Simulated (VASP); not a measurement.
# Ru (P6_3/mmc) in VASP: further runs, part 3 of 3

VASP 6.6.1.

### 6 Single point, PBEsol

The input, INCAR:

```
ALGO     = Normal         # electronic algorithm
EDIFF    = 1E-6           # SCF threshold, eV
ENCUT    = 520            # plane-wave cutoff, eV
GGA      = PS             # functional
ISIF     = 2              # what is computed and relaxed
ISMEAR   = 0              # smearing method
LASPH    = True           # aspherical terms in the spheres
LCHARG   = False          # write CHGCAR
LREAL    = False          # projectors in reciprocal space
LWAVE    = False          # write WAVECAR
NBANDS   = 21             # bands
NELM     = 80             # most SCF steps
PREC     = Accurate       # precision mode
SIGMA    = 0.15           # smearing width, eV
```

The input, KPOINTS:

```
k-points
0
Gamma
  18 18 10
```

The input, POSCAR:

```
Ru
1.0
    2.6896847531      0.0000000000      0.0000000000
   -1.3448423765      2.3293353243      0.0000000000
    0.0000000000      0.0000000000      4.2523798375
Ru
2
Direct
    0.3333333333      0.6666666667      0.2500000000
    0.6666666667      0.3333333333      0.7500000000
```

Potentials or basis: VASP PAW PBE potentials, release 64 (Ru_pv).

The run is started by

```bash
> cat potpaw_PBE.64/Ru_pv/POTCAR > POTCAR
> mpirun -np 1 vasp_std > vasp.out
```

OUTCAR:

```text
EDIFF = 1E-6
   ENCUT = 520
   GGA = PS
   ISIF = 2
   ISMEAR = 0
   LASPH = True
   LREAL = False
   NELM = 80
   PREC = Accurate

 ion  position               nearest neighbor table
   1  0.333  0.667  0.250-   2 2.63   2 2.63   2 2.63   2 2.63   2 2.63   2 2.63
   2  0.667  0.333  0.750-   1 2.63   1 2.63   1 2.63   1 2.63   1 2.63   1 2.63

  LATTYP: Found a hexagonal cell.
 ALAT       =     2.6896847531
 C/A-ratio  =     1.5809956288

  Lattice vectors:

 A1 = (   2.6896847531,   0.0000000000,   0.0000000000)
 A2 = (  -1.3448423765,   2.3293353243,   0.0000000000)
 A3 = (   0.0000000000,   0.0000000000,   4.2523798375)

Analysis of symmetry for initial positions (statically):
=====================================================================
 Subroutine PRICEL returns:
 Original cell was already a primitive cell.

 Routine SETGRP: Setting up the symmetry group for a
 hexagonal supercell.

 Subroutine GETGRP returns: Found 24 space group operations
 (whereof 12 operations were pure point group operations)
 out of a pool of 24 trial point group operations.

The static configuration has the point symmetry D_3d.
 The point group associated with its full space group is D_6h.

Analysis of symmetry for dynamics (positions and initial velocities):
=====================================================================
 Subroutine PRICEL returns:
 Original cell was already a primitive cell.

 Routine SETGRP: Setting up the symmetry group for a
 hexagonal supercell.

 Subroutine GETGRP returns: Found 24 space group operations
 (whereof 12 operations were pure point group operations)
 out of a pool of 24 trial point group operations.

The dynamic configuration has the point symmetry D_3d.
 The point group associated with its full space group is D_6h.

 Subroutine INISYM returns: Found 24 space group operations
 (whereof 12 operations are pure point group operations),
 and found     1 'primitive' translations

----------------------------------------------------------------------------------------

                                     Primitive cell

  volume of cell :      26.6419

  direct lattice vectors                    reciprocal lattice vectors
     2.689684753  0.000000000  0.000000000     0.371790783  0.214653509  0.000000000
    -1.344842376  2.329335324  0.000000000     0.000000000  0.429307017  0.000000000
     0.000000000  0.000000000  4.252379838     0.000000000  0.000000000  0.235162436

  length of vectors
     2.689684753  2.689684753  4.252379838     0.429307017  0.429307017  0.235162436

  position of ions in fractional coordinates (direct lattice)
     0.333333333  0.666666667  0.250000000
     0.666666667  0.333333333  0.750000000

  ion indices of the primitive-cell ions
   primitive index   ion index
                 1           1
                 2           2

----------------------------------------------------------------------------------------

 KPOINTS: k-points

Automatic generation of k-mesh.
 Grid dimensions read from file:
 generate k-points for:   18   18   10

 Generating k-lattice:

  Cartesian coordinates                     Fractional coordinates (reciprocal lattice)
     0.020655043  0.011925195  0.000000000     0.055555556  0.000000000  0.000000000
     0.000000000  0.023850390  0.000000000     0.000000000  0.055555556  0.000000000
     0.000000000  0.000000000  0.023516244     0.000000000  0.000000000  0.100000000

  Length of vectors
     0.023850390  0.023850390  0.023516244

  Shift w.r.t. Gamma in fractional coordinates (k-lattice)
     0.000000000  0.000000000  0.000000000

 Subroutine IBZKPT returns following result:
 ===========================================

 Found    222 irreducible k-points:

 Following reciprocal coordinates:
            Coordinates               Weight
  0.000000  0.000000  0.000000      1.000000
  0.055556  0.000000  0.000000      6.000000
  0.111111  0.000000  0.000000      6.000000
  0.166667  0.000000  0.000000      6.000000
  0.222222  0.000000  0.000000      6.000000
  0.277778  0.000000  0.000000      6.000000
[... 16 lines left out ...]
  0.333333  0.111111  0.000000     12.000000
  0.388889  0.111111  0.000000     12.000000
 [... further k-points ...]
   k-points           NKPTS =    222   k-points in BZ     NKDIM =    222   number of bands    NBANDS=     21
   number of dos      NEDOS =    301   number of ions     NIONS =      2
   total plane-waves  NPLWV =  12800
   dimension x,y,z NGX =    20 NGY =   20 NGZ =   32
   dimension x,y,z NGXF=    40 NGYF=   40 NGZF=   64
   ions per type =               2
   NGX,Y,Z   is equivalent  to a cutoff of  12.36, 12.36, 12.51 a.u.
   NGXF,Y,Z  is equivalent  to a cutoff of  24.72, 24.72, 25.02 a.u.
 SYSTEM =  unknown system
   PREC   = accura    normal or accurate (medium, high low for compatibility)
   ISTART =      0    job   : 0-new  1-cont  2-samecut
   ICHARG =      2    charge: 1-file 2-atom 10-const
   ISPIN  =      1    spin polarized calculation?
   LNONCOLLINEAR =      F non collinear calculations
   LSORBIT =      F    spin-orbit coupling
   LASPH  =      T    aspherical Exc in radial PAW
   ENCUT  =  520.0 eV  38.22 Ry    6.18 a.u.   5.00  5.00  7.91*2*pi/ulx,y,z
   NELM   =     80;   NELMIN=  2; NELMDL= -5     # of ELM steps
   EDIFF  = 0.1E-05   stopping-criterion for ELM
   LREAL  =      F    real-space projection
   EDIFFG = 0.1E-04   stopping-criterion for IOM
   NSW    =      0    number of steps for IOM
   IBRION =     -1    ionic relax: 0-MD 1-quasi-New 2-CG
   NFREE  =      0    steps in history (QN), initial steepest desc. (CG)
   ISIF   =      2    stress and relaxation
   ISYM   =      2    0-nonsym 1-usesym 2-fastsym
   POTIM  = 0.5000    time-step for ionic-motion
   TEBEG  =    0.0;   TEEND  =   0.0 temperature during run
   PSTRESS=    0.0 pullay stress
   NELECT =      28.0000    total number of electrons
   NUPDOWN=      -1.0000    fix difference up-down
   EMIN   =  10.00;   EMAX   =-10.00  energy-range for DOS
   EFERMI =   0.00;   METHOD = LEGACY
   ISMEAR =     0;   SIGMA  =   0.15  broadening in eV -4-tet -1-fermi 0-gaus
   EFERMI_NEDOS =   21; number of points for ismear=-14 and -15
   IALGO  =     38    algorithm
   IMIX   =      4    mixing-type and parameters
     AMIX     =   0.40;   BMIX     =  1.00
     AMIX_MAG =   1.60;   BMIX_MAG =  1.00
  volume/ion in A,a.u.               =      13.32        89.89
  Fermi-wavevector in a.u.,A,eV,Ry     =   1.664456  3.145366 37.693775  2.770414
  Thomas-Fermi vector in A             =   2.750997
   LORBIT       =      0    0 simple, 1 ext, 2 COOP (PROOUT), +10 PAW based schemes
   GGA     = PS    functional components
   LHFCALC =     F    Hartree Fock is set to
   AEXX    =    0.0000 exact exchange contribution
   IVDW    =     0    specifies the selected vdW correction
   LEPSILON=     F    determine dielectric tensor
   LRPA    =     F    only Hartree local field effects (RPA)
 non-spin polarized calculation
 Gauss-broadening in eV      SIGMA  =   0.15
  energy-cutoff  :      520.00
  volume of cell :       26.64
 maximum number of plane-waves:       738
 NGX is ok and might be reduce to    20
   NGX =  9   NGY =  9   NGZ = 15

 number of electron      27.9999997 magnetization

 Free energy of the ion-electron system (eV)
  ---------------------------------------------------
  ext. energy  EPLUGINS =         0.00000000
  ---------------------------------------------------
  free energy    TOTEN  =       -20.35044564 eV

  energy without entropy =      -20.33157777  energy(sigma->0) =      -20.34101170

 E-fermi :  13.0499     XC(G=0): -14.3986

 val. band max:       13.0451062139   @ k =   0.4444   0.1111   0.5000
 cond. band min:      13.0674088641   @ k =   0.2222   0.1111   0.1000
 fundamental gap:      0.0223026502
 Fermi energy:        13.0498677658

 k-point     1 :       0.0000    0.0000    0.0000
  band No.  band energies     occupation
      1     -30.6260      2.00000
      2     -29.6256      2.00000
      3     -29.6256      2.00000
      4     -29.4433      2.00000
      5     -29.4433      2.00000
      6     -29.3990      2.00000
[... 13 lines left out ...]
     20      23.3117      0.00000
     21      23.6164      0.00000

 k-point     2 :       0.0556    0.0000    0.0000
  band No.  band energies     occupation
      1     -30.6147      2.00000
      2     -29.6498      2.00000
      3     -29.6338      2.00000
      4     -29.4686      2.00000
      5     -29.4465      2.00000
      6     -29.4042      2.00000
[... 520 lines left out ...]
 k-point    24 :       0.3889    0.1111    0.0000
  band No.  band energies     occupation
      1     -30.3757      2.00000
      2     -30.1784      2.00000
      3     -30.1114      2.00000
      4     -29.9124      2.00000
      5     -29.7102      2.00000
      6     -29.6277      2.00000
[... 13 lines left out ...]
     20      23.3093      0.00000
     21      24.3416      0.00000

 [... further k-points ...]
[... 5 lines left out ...]
  --------------------------------------------------------------------------------------
  -------------------------------------------------------------------------------------
  Total       -0.0002638     -0.0002638     -0.0198075     -0.0000000      0.0000000      0.0000000
  in kB       -0.0158663     -0.0158663     -1.1911730     -0.0000000      0.0000000      0.0000000
  external PRESSURE =      -0.4076352 kB  Pullay stress =       0.0000000 kB

 VOLUME and BASIS-vectors are now :
 -----------------------------------------------------------------------------
  energy-cutoff  :      520.00
  volume of cell :       26.64
      direct lattice vectors                 reciprocal lattice vectors
     2.689684753  0.000000000  0.000000000     0.371790783  0.214653509  0.000000000
    -1.344842376  2.329335324  0.000000000     0.000000000  0.429307017  0.000000000
     0.000000000  0.000000000  4.252379838     0.000000000  0.000000000  0.235162436

 POSITION                                       TOTAL-FORCE (eV/Angst)
 -----------------------------------------------------------------------------------
     -0.00000      1.55289      1.06309         0.000000     -0.000000      0.000000
      1.34484      0.77645      3.18928        -0.000000      0.000000      0.000000
 -----------------------------------------------------------------------------------
    total drift:                                0.000000     -0.000000      0.000000

  FREE ENERGIE OF THE ION-ELECTRON SYSTEM (eV)
  ---------------------------------------------------
  free  energy   TOTEN  =       -20.3504456401 eV

  energy  without entropy=      -20.3315777651  energy(sigma->0) =      -20.34101170
```

Wall time 51 s (1 thread of Intel Xeon Platinum 8488C (Sapphire Rapids), shared host); peak memory 0.21 GiB.

What came out:

```yaml
Free_energy: -20.3504 eV
Pressure: 0.0 GPa
Band_gap_on_the_k_mesh: zero (band 14 reaches 14.57 eV, above the bottom of band 15 at 11.35 eV)
```

Caveat: the PAW data sets were made with another functional, which shifts forces and pressure a little.

### 7 Single point, PBEsol

This run uses another cell than the first one, of 13.57 Å³/atom, 1.019 times its volume.

The input, INCAR:

```
ALGO = Normal ; EDIFF = 1E-6
ENCUT = 500 ; GGA = PS
GGA_COMPAT = F ; ISIF = 2
ISMEAR = 0 ; LASPH = T
LCHARG = T ; LELF = T
LREAL = F ; LVHAR = T
LWAVE = F ; NBANDS = 21
NELM = 120 ; PREC = Accurate
SIGMA = 0.1
```

The input, KPOINTS:

```
k-points
0
Gamma
  9 9 4
```

The input, POSCAR:

```
Ru
1.0
    2.7057993342      0.0000000000      0.0000000000
   -1.3528996671      2.3432909610      0.0000000000
    0.0000000000      0.0000000000      4.2819000000
Ru
2
Direct
    0.3333333333      0.6666666667      0.2500000000
    0.6666666667      0.3333333333      0.7500000000
```

The run is started by

```bash
> cat potpaw_PBE.64/Ru_pv/POTCAR > POTCAR
> mpirun -np 1 vasp_std > vasp.out
```

Wall time 14 s (1 thread of Intel Xeon 6975P-C, shared host); peak memory 0.14 GiB.

Results (log left out):

```
Free energy            : -20.3254 eV
Pressure               : -6.2 GPa
Band gap on the k mesh : zero (band 14 reaches 14.18 eV, above the bottom of band 15 at 11.12 eV)
```

Stress tensor (GPa, compression positive):
```
-5.21  0.00  0.00
 0.00 -5.21  0.00
 0.00  0.00 -8.17
```

Levels at points of the mesh, in eV from the Fermi level:
```csv
k point,band 11,band 12,band 13,band 14,band 15,band 16,band 17,band 18
"(0.00, 0.00, 0.00)",-2.61,-2.09,-2.09,-1.57,-1.57,1.01,1.01,1.06
"(0.00, 0.00, 0.50)",-2.94,-2.94,-2.92,-2.92,0.38,0.38,0.38,0.38
```

Caveat: the k points lie up to 0.37 Å⁻¹ apart; the PAW data sets were made with another functional, which shifts forces and pressure a little.

### 8 Overview

```csv
cell,k mesh,cutoff (eV),smearing,gap on the mesh (eV),pressure (GPa)
"a = 2.690, b = 2.690, c = 4.252 Å, angles 90.0, 90.0, 120.0°, 2 atoms",18 × 18 × 10,520,gaussian 0.1 eV,none,-0.1
"a = 2.690, b = 2.690, c = 4.252 Å, angles 90.0, 90.0, 120.0°, 2 atoms",18 × 18 × 10,520,gaussian 0.15 eV,none,0.0
"a = 2.690, b = 2.690, c = 4.252 Å, angles 90.0, 90.0, 120.0°, 2 atoms",21 × 21 × 12,520,gaussian 0.15 eV,none,0.0
"a = 2.706, b = 2.706, c = 4.282 Å, angles 90.0, 90.0, 120.0°, 2 atoms",9 × 9 × 4,500,gaussian 0.1 eV,none,-6.2
```

Alike in all rows: task single point; level PBEsol; potentials or basis VASP PAW PBE potentials, release 64 (Ru_pv); no spin polarisation.

Caveats: some runs use coarse meshes; the PAW data sets were made with another functional, which shifts forces and pressure a little.

Total energies depend on the potentials used, so only differences within one code and one set of settings carry meaning.
